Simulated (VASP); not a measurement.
# W (Fm-3m) in VASP: a series of runs

The runs below take W through single point, with LDA.

All numbers are computed with VASP 6.6.1; they aren't measurements. Logs are shortened: lines on timing, memory, paths and dates and some standing lists are left out, and cuts for length are marked.

**1. The cell of the first run**

The structure is cubic, space group Fm-3m (No. 225). The conventional cell has a = 4.087 Å, b = 4.087 Å, c = 4.087 Å, α = 90.00°, β = 90.00°, γ = 90.00°. Within 3.8 Å of W (site symmetry m-3m) lie 12 W at 2.89 Å.

**2. Single point, LDA (volume scaled by 1.02)**

Input file INCAR:

```
SYSTEM = W
PREC = Accurate
ENCUT = 520
EDIFF = 1E-7
ISMEAR = -1
SIGMA = 0.05
LREAL = .FALSE.
LASPH = .TRUE.
NELM = 60
ALGO = Normal
ISIF = 2
LWAVE = .FALSE.
LCHARG = .TRUE.
LELF = .TRUE.
LVHAR = .TRUE.
NBANDS = 13
```

Input file KPOINTS:

```
Automatic mesh
0
G
  11 11 11
  0 0 0
```

Input file POSCAR:

```
W
1.0
    0.0000000000      2.0434441004      2.0434441004
    2.0434441004      0.0000000000      2.0434441004
    2.0434441004      2.0434441004      0.0000000000
W
1
Direct
    0.0000000000      0.0000000000      0.0000000000
```

Potentials or basis: VASP PAW LDA potentials, release 64 (W_sv).

Started as:

```sh
$ cat potpaw_LDA.64/W_sv/POTCAR > POTCAR
$ mpirun -np 1 vasp_std > vasp.out
```

OUTCAR:

```text
SYSTEM = W
   PREC = Accurate
   ENCUT = 520
   EDIFF = 1E-7
   ISMEAR = -1
   LREAL = .FALSE.
   LASPH = .TRUE.
   NELM = 60
   ISIF = 2

 ion  position               nearest neighbor table
   1  0.000  0.000  0.000-

  LATTYP: Found a face centered cubic cell.
 ALAT       =     4.0868882008

  Lattice vectors:

 A1 = (   0.0000000000,   2.0434441004,   2.0434441004)
 A2 = (   2.0434441004,   0.0000000000,   2.0434441004)
 A3 = (   2.0434441004,   2.0434441004,   0.0000000000)

Analysis of symmetry for initial positions (statically):
=====================================================================
 Subroutine PRICEL returns:
 Original cell was already a primitive cell.

 Routine SETGRP: Setting up the symmetry group for a
 face centered cubic supercell.

 Subroutine GETGRP returns: Found 48 space group operations
 (whereof 48 operations were pure point group operations)
 out of a pool of 48 trial point group operations.

The static configuration has the point symmetry O_h .

Analysis of symmetry for dynamics (positions and initial velocities):
=====================================================================
 Subroutine PRICEL returns:
 Original cell was already a primitive cell.

 Routine SETGRP: Setting up the symmetry group for a
 face centered cubic supercell.

 Subroutine GETGRP returns: Found 48 space group operations
 (whereof 48 operations were pure point group operations)
 out of a pool of 48 trial point group operations.

The dynamic configuration has the point symmetry O_h .

 Subroutine INISYM returns: Found 48 space group operations
 (whereof 48 operations are pure point group operations),
 and found     1 'primitive' translations

----------------------------------------------------------------------------------------

                                     Primitive cell

  volume of cell :      17.0655

  direct lattice vectors                    reciprocal lattice vectors
     0.000000000  2.043444100  2.043444100    -0.244684941  0.244684941  0.244684941
     2.043444100  0.000000000  2.043444100     0.244684941 -0.244684941  0.244684941
     2.043444100  2.043444100  0.000000000     0.244684941  0.244684941 -0.244684941

  length of vectors
     2.889866361  2.889866361  2.889866361     0.423806750  0.423806750  0.423806750

  position of ions in fractional coordinates (direct lattice)
     0.000000000  0.000000000  0.000000000

  ion indices of the primitive-cell ions
   primitive index   ion index
                 1           1

----------------------------------------------------------------------------------------

 KPOINTS: Automatic mesh

Automatic generation of k-mesh.
 Grid dimensions read from file:
 generate k-points for:   11   11   11

 Generating k-lattice:

  Cartesian coordinates                     Fractional coordinates (reciprocal lattice)
    -0.022244086  0.022244086  0.022244086     0.090909091  0.000000000  0.000000000
     0.022244086 -0.022244086  0.022244086     0.000000000  0.090909091  0.000000000
     0.022244086  0.022244086 -0.022244086     0.000000000  0.000000000  0.090909091

  Length of vectors
     0.038527886  0.038527886  0.038527886

  Shift w.r.t. Gamma in fractional coordinates (k-lattice)
     0.000000000  0.000000000  0.000000000

 Subroutine IBZKPT returns following result:
 ===========================================

 Found     56 irreducible k-points:

 Following reciprocal coordinates:
            Coordinates               Weight
  0.000000  0.000000  0.000000      1.000000
  0.090909  0.000000  0.000000      8.000000
  0.181818  0.000000  0.000000      8.000000
  0.272727  0.000000  0.000000      8.000000
  0.363636  0.000000  0.000000      8.000000
  0.454545  0.000000  0.000000      8.000000
[... 16 lines left out ...]
 -0.272727  0.181818  0.000000     24.000000
 -0.181818  0.181818  0.000000     12.000000
 [... further k-points ...]
   k-points           NKPTS =     56   k-points in BZ     NKDIM =     56   number of bands    NBANDS=     13
   number of dos      NEDOS =    301   number of ions     NIONS =      1
   total plane-waves  NPLWV =  13824
   dimension x,y,z NGX =    24 NGY =   24 NGZ =   24
   dimension x,y,z NGXF=    48 NGYF=   48 NGZF=   48
   ions per type =               1
   NGX,Y,Z   is equivalent  to a cutoff of  13.81, 13.81, 13.81 a.u.
   NGXF,Y,Z  is equivalent  to a cutoff of  27.61, 27.61, 27.61 a.u.
 SYSTEM =  W
   PREC   = accura    normal or accurate (medium, high low for compatibility)
   ISTART =      0    job   : 0-new  1-cont  2-samecut
   ICHARG =      2    charge: 1-file 2-atom 10-const
   ISPIN  =      1    spin polarized calculation?
   LNONCOLLINEAR =      F non collinear calculations
   LSORBIT =      F    spin-orbit coupling
   LASPH  =      T    aspherical Exc in radial PAW
   ENCUT  =  520.0 eV  38.22 Ry    6.18 a.u.   5.37  5.37  5.37*2*pi/ulx,y,z
   NELM   =     60;   NELMIN=  2; NELMDL= -5     # of ELM steps
   EDIFF  = 0.1E-06   stopping-criterion for ELM
   LREAL  =      F    real-space projection
   EDIFFG = 0.1E-05   stopping-criterion for IOM
   NSW    =      0    number of steps for IOM
   IBRION =     -1    ionic relax: 0-MD 1-quasi-New 2-CG
   NFREE  =      0    steps in history (QN), initial steepest desc. (CG)
   ISIF   =      2    stress and relaxation
   ISYM   =      2    0-nonsym 1-usesym 2-fastsym
   POTIM  = 0.5000    time-step for ionic-motion
   TEBEG  =    0.0;   TEEND  =   0.0 temperature during run
   PSTRESS=    0.0 pullay stress
   NELECT =      14.0000    total number of electrons
   NUPDOWN=      -1.0000    fix difference up-down
   EMIN   =  10.00;   EMAX   =-10.00  energy-range for DOS
   EFERMI =   0.00;   METHOD = LEGACY
   ISMEAR =    -1;   SIGMA  =   0.05  broadening in eV -4-tet -1-fermi 0-gaus
   EFERMI_NEDOS =   21; number of points for ismear=-14 and -15
   IALGO  =     38    algorithm
   IMIX   =      4    mixing-type and parameters
     AMIX     =   0.40;   BMIX     =  1.00
     AMIX_MAG =   1.60;   BMIX_MAG =  1.00
  volume/ion in A,a.u.               =      17.07       115.16
  Fermi-wavevector in a.u.,A,eV,Ry     =   1.532539  2.896078 31.955656  2.348674
  Thomas-Fermi vector in A             =   2.639731
   LORBIT       =      0    0 simple, 1 ext, 2 COOP (PROOUT), +10 PAW based schemes
   GGA     = CA    functional components
   LHFCALC =     F    Hartree Fock is set to
   AEXX    =    0.0000 exact exchange contribution
   IVDW    =     0    specifies the selected vdW correction
   LEPSILON=     F    determine dielectric tensor
   LRPA    =     F    only Hartree local field effects (RPA)
 non-spin polarized calculation
  energy-cutoff  :      520.00
  volume of cell :       17.07
 maximum number of plane-waves:       477
 NGX is ok and might be reduce to    24
   NGX = 11   NGY = 11   NGZ = 11

 number of electron      14.0000001 magnetization

 Free energy of the ion-electron system (eV)
  ---------------------------------------------------
  ext. energy  EPLUGINS =         0.00000000
  ---------------------------------------------------
  free energy    TOTEN  =       -13.53434497 eV

  energy without entropy =      -13.52544106  energy(sigma->0) =      -13.52989301

 E-fermi :   9.8053     XC(G=0): -13.4108

 val. band max:        9.7598304033   @ k =  -0.2727   0.0909   0.0000
 cond. band min:       9.8258775162   @ k =   0.1818   0.0909   0.0000
 fundamental gap:      0.0660471128
 Fermi energy:         9.8053377862

 k-point     1 :       0.0000    0.0000    0.0000
  band No.  band energies     occupation
      1     -63.4874      2.00000
      2     -27.4108      2.00000
      3     -27.4108      2.00000
      4     -27.4108      2.00000
      5       1.1199      2.00000
      6       9.2775      1.99995
      7       9.2775      1.99995
      8       9.2775      1.99995
      9      12.1924      0.00000
     10      12.1924      0.00000
     11      22.6486      0.00000
     12      27.6044      0.00000
     13      27.6044      0.00000

 k-point     2 :       0.0909    0.0000    0.0000
  band No.  band energies     occupation
      1     -63.4802      2.00000
      2     -27.4969      2.00000
      3     -27.4220      2.00000
      4     -27.4220      2.00000
      5       1.4641      2.00000
      6       9.0300      2.00000
      7       9.4321      1.99885
      8       9.4321      1.99885
      9      12.0627      0.00000
     10      12.0627      0.00000
     11      23.3166      0.00000
     12      26.3114      0.00000
     13      28.2440      0.00000

 k-point     3 :       0.1818    0.0000    0.0000
  band No.  band energies     occupation
      1     -63.4608      2.00000
      2     -27.7230      2.00000
      3     -27.4518      2.00000
      4     -27.4518      2.00000
      5       2.3942      2.00000
      6       8.5391      2.00000
      7       9.7033      1.77007
      8       9.7033      1.77007
      9      11.9653      0.00000
     10      11.9653      0.00000
     11      23.9527      0.00000
     12      25.4017      0.00000
     13      30.0124      0.00000

 k-point     4 :       0.2727    0.0000    0.0000
  band No.  band energies     occupation
      1     -63.4353      2.00000
      2     -28.0098      2.00000
      3     -27.4904      2.00000
      4     -27.4904      2.00000
      5       3.5378      2.00000
      6       8.3744      2.00000
      7       9.6313      1.94022
      8       9.6313      1.94022
      9      12.5076      0.00000
     10      12.5076      0.00000
     11      22.3991      0.00000
     12      26.1992      0.00000
     13      32.1109      0.00000

 k-point     5 :       0.3636    0.0000    0.0000
  band No.  band energies     occupation
      1     -63.4117      2.00000
      2     -28.2647      2.00000
      3     -27.5256      2.00000
      4     -27.5256      2.00000
      5       4.2598      2.00000
      6       9.1089      2.00000
      7       9.3140      1.99989
      8       9.3140      1.99989
      9      13.5585      0.00000
     10      13.5585      0.00000
     11      20.9976      0.00000
     12      24.1410      0.00000
     13      30.2090      0.00000

 k-point     6 :       0.4545    0.0000    0.0000
  band No.  band energies     occupation
      1     -63.3977      2.00000
      2     -28.4125      2.00000
      3     -27.5464      2.00000
      4     -27.5464      2.00000
      5       4.4425      2.00000
      6       9.0906      2.00000
      7       9.0906      2.00000
      8      10.2779      0.00016
      9      14.4201      0.00000
     10      14.4201      0.00000
     11      19.7657      0.00000
     12      22.4710      0.00000
     13      28.3315      0.00000

 k-point     7 :       0.0909    0.0909    0.0000
  band No.  band energies     occupation
      1     -63.4778      2.00000
      2     -27.4947      2.00000
      3     -27.4410      2.00000
      4     -27.4410      2.00000
      5       1.5797      2.00000
      6       8.8456      2.00000
      7       9.5532      1.98717
      8       9.5532      1.98717
      9      11.6602      0.00000
     10      12.3457      0.00000
     11      23.5580      0.00000
     12      26.8271      0.00000
     13      27.9092      0.00000
[... 193 lines left out ...]
 k-point    20 :       0.4545    0.1818    0.0000
  band No.  band energies     occupation
      1     -63.3924      2.00000
      2     -28.2693      2.00000
      3     -27.6958      2.00000
      4     -27.6212      2.00000
      5       5.3290      2.00000
      6       7.7021      2.00000
      7       8.7428      2.00000
      8      10.3434      0.00004
      9      14.6590      0.00000
     10      14.9113      0.00000
     11      20.3604      0.00000
     12      24.9861      0.00000
     13      27.0798      0.00000

 k-point    21 :      -0.4545    0.1818    0.0000
  band No.  band energies     occupation
      1     -63.3846      2.00000
      2     -28.3326      2.00000
      3     -27.7531      2.00000
      4     -27.6088      2.00000
      5       5.5176      2.00000
      6       7.7682      2.00000
      7       9.3017      1.99992
      8      10.0951      0.00607
      9      14.3975      0.00000
     10      16.4561      0.00000
     11      18.7460      0.00000
     12      24.5955      0.00000
     13      27.5075      0.00000

 k-point    22 :      -0.3636    0.1818    0.0000
  band No.  band energies     occupation
      1     -63.3892      2.00000
      2     -28.2849      2.00000
      3     -27.7745      2.00000
      4     -27.5733      2.00000
      5       5.5797      2.00000
      6       7.9938      2.00000
      7       8.9197      2.00000
      8      10.0532      0.01397
      9      13.2858      0.00000
     10      16.2344      0.00000
     11      20.1507      0.00000
     12      24.9244      0.00000
     13      26.3752      0.00000

 k-point    23 :      -0.2727    0.1818    0.0000
  band No.  band energies     occupation
      1     -63.4049      2.00000
      2     -28.1500      2.00000
      3     -27.7427      2.00000
      4     -27.5256      2.00000
      5       5.2421      2.00000
      6       7.9864      2.00000
      7       8.5380      2.00000
      8      10.2624      0.00021
      9      11.9290      0.00000
     10      15.4086      0.00000
     11      22.3124      0.00000
     12      25.7907      0.00000
     13      26.9588      0.00000

 k-point    24 :      -0.1818    0.1818    0.0000
  band No.  band energies     occupation
      1     -63.4267      2.00000
      2     -27.9828      2.00000
      3     -27.6520      2.00000
      4     -27.4807      2.00000
      5       4.1799      2.00000
      6       7.8418      2.00000
      7       9.2051      1.99999
      8      10.6940      0.00000
      9      10.7771      0.00000
     10      14.0587      0.00000
     11      23.8337      0.00000
     12      27.3648      0.00000
     13      28.0667      0.00000

 [... further k-points ...]
[... 5 lines left out ...]
  --------------------------------------------------------------------------------------
  -------------------------------------------------------------------------------------
  Total       -2.2349439     -2.2349439     -2.2349439      0.0000000     -0.0000000      0.0000000
  in kB     -209.8258217   -209.8258217   -209.8258217      0.0000000     -0.0000000      0.0000000
  external PRESSURE =    -209.8258217 kB  Pullay stress =       0.0000000 kB

 VOLUME and BASIS-vectors are now :
 -----------------------------------------------------------------------------
  energy-cutoff  :      520.00
  volume of cell :       17.07
      direct lattice vectors                 reciprocal lattice vectors
     0.000000000  2.043444100  2.043444100    -0.244684941  0.244684941  0.244684941
     2.043444100  0.000000000  2.043444100     0.244684941 -0.244684941  0.244684941
     2.043444100  2.043444100  0.000000000     0.244684941  0.244684941 -0.244684941

 POSITION                                       TOTAL-FORCE (eV/Angst)
 -----------------------------------------------------------------------------------
      0.00000      0.00000      0.00000         0.000000      0.000000      0.000000
 -----------------------------------------------------------------------------------
    total drift:                                0.000000      0.000000      0.000000

  FREE ENERGIE OF THE ION-ELECTRON SYSTEM (eV)
  ---------------------------------------------------
  free  energy   TOTEN  =       -13.5343449653 eV

  energy  without entropy=      -13.5254410605  energy(sigma->0) =      -13.52989301
```

It used 5.8 s of CPU time on 1 thread of Intel Xeon 6975P-C, on a shared host.

Results:

- Free energy: -13.5343 eV
- Pressure: -21.0 GPa
- Band gap on the k mesh: zero (band 7 reaches 12.41 eV, above the bottom of band 8 at 9.28 eV)

Levels at points of the mesh, in eV from the Fermi level:
| k point | band 4 | band 5 | band 6 | band 7 | band 8 | band 9 | band 10 | band 11 |
| --- | --- | --- | --- | --- | --- | --- | --- | --- |
| (0.00, 0.00, 0.00) | -37.22 | -8.69 | -0.53 | -0.53 | -0.53 | 2.39 | 2.39 | 12.84 |

Caveat: spin-orbit coupling is left out, which moves the levels of the heavy elements.

**3. Single point, LDA (volume scaled by 1.04)**

Input file INCAR:

```
  PREC = Accurate
  ENCUT = 520
  EDIFF = 1E-6
  ISMEAR = -1
  SIGMA = 0.05
  LREAL = F
  LASPH = T
  NELM = 100
  ALGO = Normal
  ISIF = 2
  LWAVE = F
  LCHARG = F
  GGA = CA
  NBANDS = 13
```

Input file KPOINTS:

```
Automatic mesh
0
Gamma
  11 11 11
```

Input file POSCAR:

```
W
1.0
    0.0000000000      2.0567135898      2.0567135898
    2.0567135898      0.0000000000      2.0567135898
    2.0567135898      2.0567135898      0.0000000000
W
1
Direct
    0.0000000000      0.0000000000      0.0000000000
```

Potentials or basis: VASP PAW LDA potentials, release 64 (W_sv).

Started as:

```sh
$ cat potpaw_LDA.64/W_sv/POTCAR > POTCAR
$ mpirun -np 1 vasp_std > vasp.out
```

It used 5.4 s of CPU time on 1 thread of Intel Xeon 6975P-C (shared host).

Results (log left out):

* Free energy: -13.4862 eV
* Pressure: -25.2 GPa
* Band gap on the k mesh: zero (band 7 reaches 12.06 eV, above the bottom of band 8 at 9.04 eV)

Levels at points of the mesh, in eV from the Fermi level:
```csv
k point,band 4,band 5,band 6,band 7,band 8,band 9,band 10,band 11
"(0.00, 0.00, 0.00)",-37.28,-8.59,-0.52,-0.52,-0.52,2.32,2.32,12.81
```

Caveat: spin-orbit coupling is left out, which moves the levels of the heavy elements.
